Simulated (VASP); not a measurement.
# TiC in VASP: further runs

TiC is run at these levels: PBEsol; tasks: single point.

Program: VASP 6.6.1. These are calculated values, not measurements. Logs are shortened: lines on timing, memory, paths and dates and some standing lists are left out, and cuts for length are marked.

### Step 1. The cell of the first run

The cell holds a slab with vacuum, 14 atoms: a = 3.036 Å, b = 3.036 Å, c = 28.949 Å, α = 90.00°, β = 90.00°, γ = 90.00°.

### Step 2. Single point, PBEsol

The input, INCAR:

```
SYSTEM = TiC
PREC = Accurate
ENCUT = 520
EDIFF = 1E-6
ISMEAR = 0
SIGMA = 0.1
LREAL = .False.
LASPH = .True.
NELM = 100
ALGO = Normal
ISIF = 2
LWAVE = .False.
LCHARG = .False.
LDIPOL = .True.
IDIPOL = 3
DIPOL = 0.5 0.5 0.500
GGA = PS
NBANDS = 69
```

The input, KPOINTS:

```
Automatic mesh
0
Gamma
  4 4 1
  0 0 0
```

The input, POSCAR:

```
TiC
1.0
    3.0355752600      0.0000000000      0.0000000000
    0.0000000000      3.0355752600      0.0000000000
    0.0000000000      0.0000000000     28.9491383150
Ti C
7 7
Direct
    0.5000000000      0.5000000000      0.2801533440
    0.0000000000      0.0000000000      0.3524498838
    0.5000000000      0.5000000000      0.4261157268
    0.0000000000      0.0000000000      0.4999999993
    0.5000000000      0.5000000000      0.5738842861
    1.0000000000      0.0000000000      0.6475501312
    0.5000000000      0.5000000000      0.7198466628
    1.0000000000      0.0000000000      0.2763467400
    0.5000000000      0.5000000000      0.3513593573
    1.0000000000      0.0000000000      0.4255901998
    0.5000000000      0.5000000000      0.4999999926
    0.0000000000      0.0000000000      0.5744098145
    0.5000000000      0.5000000000      0.6486406622
    1.0000000000      0.0000000000      0.7236532600
```

Potentials or basis: VASP PAW PBE potentials, release 64 (Ti_sv, C).

The run is started by

```
cat potpaw_PBE.64/Ti_sv/POTCAR potpaw_PBE.64/C/POTCAR > POTCAR
mpirun -np 1 vasp_std > vasp.out
```

OUTCAR:

```text
SYSTEM = TiC
   PREC = Accurate
   ENCUT = 520
   EDIFF = 1E-6
   ISMEAR = 0
   LREAL = .False.
   LASPH = .True.
   NELM = 100
   ISIF = 2
   GGA = PS

 ion  position               nearest neighbor table
   1  0.500  0.500  0.280-   9 2.06   8 2.15   8 2.15   8 2.15   8 2.15
   2  0.000  0.000  0.352-  10 2.12   9 2.15   9 2.15   9 2.15   9 2.15   8 2.20
   3  0.500  0.500  0.426-  11 2.14  10 2.15  10 2.15  10 2.15  10 2.15   9 2.16
   4  0.000  0.000  0.500-  11 2.15  11 2.15  11 2.15  11 2.15  10 2.15  12 2.15
   5  0.500  0.500  0.574-  11 2.14  12 2.15  12 2.15  12 2.15  12 2.15  13 2.16
   6  0.000  0.000  0.648-  12 2.12  13 2.15  13 2.15  13 2.15  13 2.15  14 2.20
   7  0.500  0.500  0.720-  13 2.06  14 2.15  14 2.15  14 2.15  14 2.15
   8  0.000  0.000  0.276-   1 2.15   1 2.15   1 2.15   1 2.15   2 2.20
   9  0.500  0.500  0.351-   1 2.06   2 2.15   2 2.15   2 2.15   2 2.15   3 2.16
  10  0.000  0.000  0.426-   2 2.12   3 2.15   3 2.15   3 2.15   3 2.15   4 2.15
  11  0.500  0.500  0.500-   3 2.14   5 2.14   4 2.15   4 2.15   4 2.15   4 2.15
  12  0.000  0.000  0.574-   6 2.12   5 2.15   5 2.15   5 2.15   5 2.15   4 2.15
  13  0.500  0.500  0.649-   7 2.06   6 2.15   6 2.15   6 2.15   6 2.15   5 2.16
  14  0.000  0.000  0.724-   7 2.15   7 2.15   7 2.15   7 2.15   6 2.20

  LATTYP: Found a simple tetragonal cell.
 ALAT       =     3.0355752600
 C/A-ratio  =     9.5366234850

  Lattice vectors:

 A1 = (   3.0355752600,   0.0000000000,   0.0000000000)
 A2 = (   0.0000000000,   3.0355752600,   0.0000000000)
 A3 = (   0.0000000000,   0.0000000000,  28.9491383150)

Analysis of symmetry for initial positions (statically):
=====================================================================
 Subroutine PRICEL returns:
 Original cell was already a primitive cell.

 Routine SETGRP: Setting up the symmetry group for a
 simple tetragonal supercell.

 Subroutine GETGRP returns: Found 16 space group operations
 (whereof 16 operations were pure point group operations)
 out of a pool of 16 trial point group operations.

The static configuration has the point symmetry D_4h.

Analysis of symmetry for dynamics (positions and initial velocities):
=====================================================================
 Subroutine PRICEL returns:
 Original cell was already a primitive cell.

 Routine SETGRP: Setting up the symmetry group for a
 simple tetragonal supercell.

 Subroutine GETGRP returns: Found 16 space group operations
 (whereof 16 operations were pure point group operations)
 out of a pool of 16 trial point group operations.

[... 127 lines left out ...]
  Fermi-wavevector in a.u.,A,eV,Ry     =   1.225862  2.316543 20.445991  1.502738
  Thomas-Fermi vector in A             =   2.360884
   LORBIT       =      0    0 simple, 1 ext, 2 COOP (PROOUT), +10 PAW based schemes
   GGA     = PS    functional components
   LHFCALC =     F    Hartree Fock is set to
   AEXX    =    0.0000 exact exchange contribution
   IVDW    =     0    specifies the selected vdW correction
   LEPSILON=     F    determine dielectric tensor
   LRPA    =     F    only Hartree local field effects (RPA)
 non-spin polarized calculation
 Gauss-broadening in eV      SIGMA  =   0.10
  energy-cutoff  :      520.00
  volume of cell :      266.76
 maximum number of plane-waves:      7264
 NGX is ok and might be reduce to    24
   NGX = 11   NGY = 11   NGZ =107

 number of electron     112.0000013 magnetization

 dipolmoment           0.000000      0.000000     -0.000011 electrons x Angstroem

 Free energy of the ion-electron system (eV)
  ---------------------------------------------------
  ext. energy  EPLUGINS =         0.00000000
  ---------------------------------------------------
  free energy    TOTEN  =      -136.41990252 eV

  energy without entropy =     -136.39665514  energy(sigma->0) =     -136.40827883

 E-fermi :   2.7427     XC(G=0):  -7.3449

 val. band max:        2.7094256730   @ k =   0.0000   0.0000   0.0000
 cond. band min:       2.7437605963   @ k =   0.0000   0.0000   0.0000
 fundamental gap:      0.0343349232
 Fermi energy:         2.7426985615

 k-point     1 :       0.0000    0.0000    0.0000
  band No.  band energies     occupation
      1     -53.3865      2.00000
      2     -53.3816      2.00000
      3     -53.3506      2.00000
      4     -53.3034      2.00000
      5     -53.2840      2.00000
      6     -53.2737      2.00000
[... 415 lines left out ...]
     67       6.2112      0.00000
     68       6.2286      0.00000
 [bands above 68 left out]

------------------------ aborting loop because EDIFF is reached ----------------------------------------

 vacuum level on the upper side and lower side of the slab       (xc-potential included)        -0.140        -0.139

  FORCE on cell =-STRESS in cart. coord.  units (eV):
  Direction    XX          YY          ZZ          XY          YZ          ZX
  --------------------------------------------------------------------------------------
  -------------------------------------------------------------------------------------
  Total       -3.8817644     -3.8817644     -0.3954080      0.0000000      0.0000000     -0.0000000
  in kB      -23.3142853    -23.3142853     -2.3748622      0.0000000      0.0000000     -0.0000000
  external PRESSURE =     -16.3344776 kB  Pullay stress =       0.0000000 kB

 VOLUME and BASIS-vectors are now :
 -----------------------------------------------------------------------------
  energy-cutoff  :      520.00
  volume of cell :      266.76
      direct lattice vectors                 reciprocal lattice vectors
     3.035575260  0.000000000  0.000000000     0.329426851  0.000000000  0.000000000
     0.000000000  3.035575260  0.000000000     0.000000000  0.329426851  0.000000000
     0.000000000  0.000000000 28.949138315     0.000000000  0.000000000  0.034543343

 POSITION                                       TOTAL-FORCE (eV/Angst)
 -----------------------------------------------------------------------------------
      1.51779      1.51779      8.11020        -0.000000      0.000000      0.232912
      0.00000      0.00000     10.20312         0.000000      0.000000      0.251489
      1.51779      1.51779     12.33568        -0.000000      0.000000      0.108681
      0.00000      0.00000     14.47457        -0.000000      0.000000      0.000000
      1.51779      1.51779     16.61346        -0.000000      0.000000     -0.108681
      0.00000      0.00000     18.74602        -0.000000      0.000000     -0.251489
      1.51779      1.51779     20.83894        -0.000000      0.000000     -0.232912
      0.00000      0.00000      8.00000        -0.000000      0.000000     -0.306320
      1.51779      1.51779     10.17155         0.000000     -0.000000     -0.099369
      0.00000      0.00000     12.32047         0.000000     -0.000000     -0.097117
      1.51779      1.51779     14.47457        -0.000000      0.000000      0.000000
      0.00000      0.00000     16.62867        -0.000000      0.000000      0.097117
      1.51779      1.51779     18.77759         0.000000     -0.000000      0.099369
      0.00000      0.00000     20.94914         0.000000      0.000000      0.306320
 -----------------------------------------------------------------------------------
    total drift:                                0.000000     -0.000000     -0.003548

  FREE ENERGIE OF THE ION-ELECTRON SYSTEM (eV)
  ---------------------------------------------------
  free  energy   TOTEN  =      -136.4199025227 eV

  energy  without entropy=     -136.3966551355  energy(sigma->0) =     -136.40827883

 vacuum level on the upper side and lower side of the slab         7.197         7.197
```

It took 8.2 min on 1 thread of AMD EPYC 7R13, shared host; peak memory 0.37 GiB.

Results:

```yaml
Free_energy: -136.4199 eV
Largest_force: 0.306 eV/Å
Band_gap_on_the_k_mesh: zero (bands 56 and 57 overlap by 0.37 eV)
```

Forces in eV/Å, atoms in the order of the input:
```
Ti   0.000  0.000  0.233
Ti   0.000  0.000  0.251
Ti   0.000  0.000  0.109
Ti   0.000  0.000  0.000
Ti   0.000  0.000 -0.109
Ti   0.000  0.000 -0.251
Ti   0.000  0.000 -0.233
C    0.000  0.000 -0.306
C    0.000  0.000 -0.099
C    0.000  0.000 -0.097
C    0.000  0.000  0.000
C    0.000  0.000  0.097
C    0.000  0.000  0.099
C    0.000  0.000  0.306
```

Caveat: the k points lie up to 0.52 Å⁻¹ apart; the PAW data sets were made with another functional, which shifts forces and pressure a little.

### Step 3. Single point, PBEsol

This run uses another cell than the first one: it holds 10 atoms, not 14.

The input, INCAR:

```
ALGO = Normal ; DIPOL = 0.5 0.5 0.500
EDIFF = 1E-6 ; ENCUT = 520
GGA = PS ; IDIPOL = 3
ISIF = 2 ; ISMEAR = 0
LASPH = T ; LCHARG = F
LDIPOL = T ; LREAL = F
LWAVE = F ; NBANDS = 51
NELM = 100 ; PREC = Accurate
SIGMA = 0.1
```

The input, KPOINTS:

```
k-points
0
Gamma
  10 10 1
```

The input, POSCAR:

```
TiC
1.0
    3.0355752600      0.0000000000      0.0000000000
    0.0000000000      3.0355752600      0.0000000000
    0.0000000000      0.0000000000     24.5859034040
Ti C
5 5
Direct
    0.5000000000      0.5000000000      0.3283284458
    0.0000000000      0.0000000000      0.4134093703
    0.5000000000      0.5000000000      0.4999999977
    0.0000000000      0.0000000000      0.5865906280
    0.5000000000      0.5000000000      0.6716715599
    0.0000000000      1.0000000000      0.3238376798
    0.5000000000      0.5000000000      0.4123396577
    0.0000000000      1.0000000000      0.4999999939
    0.5000000000      0.5000000000      0.5876603378
    1.0000000000      0.0000000000      0.6761623292
```

Potentials or basis: VASP PAW PBE potentials, release 64 (Ti_sv, C).

The run is started by

```
cat potpaw_PBE.64/Ti_sv/POTCAR potpaw_PBE.64/C/POTCAR > POTCAR
mpirun -np 1 vasp_std > vasp.out
```

OUTCAR:

```text
EDIFF = 1E-6
   ENCUT = 520
   GGA = PS
   ISIF = 2
   ISMEAR = 0
   LASPH = T
   LREAL = F
   NELM = 100
   PREC = Accurate

 ion  position               nearest neighbor table
   1  0.500  0.500  0.328-   7 2.07   6 2.15   6 2.15   6 2.15   6 2.15
   2  0.000  0.000  0.413-   8 2.13   7 2.15   7 2.15   7 2.15   7 2.15   6 2.20
   3  0.500  0.500  0.500-   8 2.15   8 2.15   8 2.15   8 2.15   7 2.16   9 2.16
   4  0.000  0.000  0.587-   8 2.13   9 2.15   9 2.15   9 2.15   9 2.15  10 2.20
   5  0.500  0.500  0.672-   9 2.07  10 2.15  10 2.15  10 2.15  10 2.15
   6  0.000  0.000  0.324-   1 2.15   1 2.15   1 2.15   1 2.15   2 2.20
   7  0.500  0.500  0.412-   1 2.07   2 2.15   2 2.15   2 2.15   2 2.15   3 2.16
[... 1359 lines left out ...]
 -----------------------------------------------------------------------------
  energy-cutoff  :      520.00
  volume of cell :      226.55
      direct lattice vectors                 reciprocal lattice vectors
     3.035575260  0.000000000  0.000000000     0.329426851  0.000000000  0.000000000
     0.000000000  3.035575260  0.000000000     0.000000000  0.329426851  0.000000000
     0.000000000  0.000000000 24.585903404     0.000000000  0.000000000  0.040673714

 POSITION                                       TOTAL-FORCE (eV/Angst)
 -----------------------------------------------------------------------------------
      1.51779      1.51779      8.07225         0.000000     -0.000000     -0.008465
      0.00000      0.00000     10.16404        -0.000000     -0.000000     -0.004166
      1.51779      1.51779     12.29295        -0.000000     -0.000000      0.000000
      0.00000      0.00000     14.42186        -0.000000      0.000000      0.004166
      1.51779      1.51779     16.51365        -0.000000     -0.000000      0.008465
      0.00000      0.00000      7.96184        -0.000000     -0.000000     -0.010164
      1.51779      1.51779     10.13774        -0.000000      0.000000      0.000395
      0.00000      0.00000     12.29295        -0.000000     -0.000000      0.000000
      1.51779      1.51779     14.44816         0.000000     -0.000000     -0.000395
      0.00000      0.00000     16.62406         0.000000     -0.000000      0.010164
 -----------------------------------------------------------------------------------
    total drift:                                0.000000     -0.000000     -0.000100

  FREE ENERGIE OF THE ION-ELECTRON SYSTEM (eV)
  ---------------------------------------------------
  free  energy   TOTEN  =       -96.8421294147 eV

  energy  without entropy=      -96.8334185452  energy(sigma->0) =      -96.83777398

 vacuum level on the upper side and lower side of the slab         6.083         6.083
```

OSZICAR:

```text
N       E                     dE             d eps       ncg     rms          rms(c)
DAV:   1     0.109426146594E+04    0.10943E+04   -0.41599E+04  2278   0.166E+03
DAV:   2     0.557900092374E+02   -0.10385E+04   -0.10015E+04  2296   0.524E+02
DAV:   3    -0.102829973785E+03   -0.15862E+03   -0.15413E+03  3297   0.184E+02
[... 19 lines left out ...]
DAV:  23    -0.968421102046E+02   -0.36602E-04   -0.33289E-06  1852   0.660E-03    0.916E-04
DAV:  24    -0.968421242680E+02   -0.14063E-04   -0.11436E-06  1777   0.255E-03    0.583E-04
DAV:  25    -0.968421274594E+02   -0.31914E-05   -0.18948E-07  1628   0.165E-03    0.261E-04
DAV:  26    -0.968421288355E+02   -0.13762E-05   -0.10805E-07  1476   0.890E-04    0.140E-04
DAV:  27    -0.968421294147E+02   -0.57915E-06   -0.55858E-08  1452   0.791E-04
   1 F= -.96842129E+02 E0= -.96837774E+02  d E =-.871087E-02
```

stdout:

```text
POSCAR found type information on POSCAR TiC
 POSCAR found :  2 types and      10 ions
 scaLAPACK will be used
 -----------------------------------------------------------------------------
|                                                                             |
|                                                                             |
|     You enforced a specific xc type in the INCAR file but a different       |
|     I HOPE YOU KNOW WHAT YOU ARE DOING!                                     |
|                                                                             |
 -----------------------------------------------------------------------------

 LDA part: xc-table for (Slater+PW92), standard interpolation
 POSCAR, INCAR and KPOINTS ok, starting setup
 FFT: planning ... GRIDC
 FFT: planning ... GRID_SOFT
 FFT: planning ... GRID
 WAVECAR not read
 entering main loop
```

It took 16 min on 1 thread of AMD EPYC 7R13, shared host; peak memory 0.43 GiB.

Results:

```
Free energy            : -96.8421 eV
Largest force          : 0.010 eV/Å
Band gap on the k mesh : zero (bands 40 and 41 overlap by 0.86 eV)
```

Forces in eV/Å, atoms in the order of the input:
```
Ti   0.000  0.000 -0.008
Ti   0.000  0.000 -0.004
Ti   0.000  0.000  0.000
Ti   0.000  0.000  0.004
Ti   0.000  0.000  0.008
C    0.000  0.000 -0.010
C    0.000  0.000  0.000
C    0.000  0.000  0.000
C    0.000  0.000  0.000
C    0.000  0.000  0.010
```

Caveat: the PAW data sets were made with another functional, which shifts forces and pressure a little.

The gap in the log of VASP goes by the Fermi energy; the results here count the filled bands.